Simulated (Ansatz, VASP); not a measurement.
**Two plane-wave programs on Zr**

File INCAR:

```
  PREC = Accurate
  ENCUT = 520
  EDIFF = 1E-8
  ISMEAR = -1
  SIGMA = 0.03
  LREAL = F
  LASPH = T
  NELM = 60
  ALGO = Normal
  ISIF = 2
  LWAVE = F
  LCHARG = F
  LEFG = T
  NBANDS = 19
```

File KPOINTS:

```
Automatic mesh
0
Gamma
  13 13 7
```

The input POSCAR:

```
Zr
1.0
    3.1883172162      0.0000000000      0.0000000000
   -1.5941586081      2.7611637045      0.0000000000
    0.0000000000      0.0000000000      5.0774374186
Zr
2
Direct
    0.3333333333      0.6666666667      0.2500000000
    0.6666666667      0.3333333333      0.7500000000
```

Input for Ansatz:

```yaml
crystal:
  lattice:
    - [3.1883172162, 0.0, 0.0]
    - [-1.5941586081, 2.7611637045, 0.0]
    - [0.0, 0.0, 5.0774374186]
  atoms:
    - { symbol: Zr, position: [0.3333333333, 0.6666666667, 0.25] }
    - { symbol: Zr, position: [0.6666666667, 0.3333333333, 0.75] }
kpoints:
  mp_grid: { grid: [13, 13, 7] }
scf:
  occupations: { method: fermi_dirac, width: 0.03 }
hamiltonian:
  xc: lda
  pseudopotentials: { kind: paw }
output:
  forces: true
  stress: true
  eigenvalues: true
  efg: { contact_densities: true }
```

Change from the starting cell: volume scaled by 0.96, PAW files.

Alike in both runs: task electric field gradients; functional LDA; k mesh 13 × 13 × 7; occupations fermi-dirac, width 0.03 eV; no spin polarisation.

|  | VASP | Ansatz |
| --- | --- | --- |
| version | VASP 6.6.1 | Ansatz 0.2.0 |
| potentials or method | VASP PAW LDA potentials, release 64 (Zr_sv) | PAW with Ansatz's default frozen-core files, scalar-relativistic |
| plane-wave cutoff (eV) | 520 | 420 |
| valence electrons in the cell | 24 | 24 |

|  | VASP | Ansatz | Ansatz less VASP |
| --- | --- | --- | --- |
| pressure (GPa) | -2.4 | -2.5 | -0.09 |
| traceless stress, the component that is largest in VASP (GPa) | 0.70 | 0.68 | -0.016 |
| size of Vzz on the site where it differs most (V/Å²) | 47.2 | 47.1 | -0.17 |

LDA's correlation is that of Perdew and Zunger in VASP and of Perdew and Wang (1992) in Ansatz.
